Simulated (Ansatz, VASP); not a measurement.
## Ag in VASP and in Ansatz

```
Ag
1.0
     2.90040    0.00000    0.00000
    -1.45020    2.51182    0.00000
     0.00000    0.00000    4.74161
Ag
2
Direct
  0.33333 0.66667 0.25000
  0.66667 0.33333 0.75000
```

Change from the starting cell: volume scaled by 0.97.

Alike in both runs: task single point; functional PBE; k mesh 14 × 14 × 8; occupations fermi-dirac, width 0.05 eV; no spin polarisation.

|  | VASP | Ansatz |
| --- | --- | --- |
| version | VASP 6.6.1 | Ansatz 0.2.0 |
| potentials or method | VASP PAW PBE potentials, release 64 (Ag), cutoff 520 eV | all-electron LAPW, scalar-relativistic |

```tsv
	VASP	Ansatz	Ansatz less VASP
pressure (GPa)	3.4	3.6	+0.14
traceless stress, the component that is largest in VASP (GPa)	-0.27	-0.26	+0.011
```

Ansatz ran all-electron here, and VASP with PAW potentials.
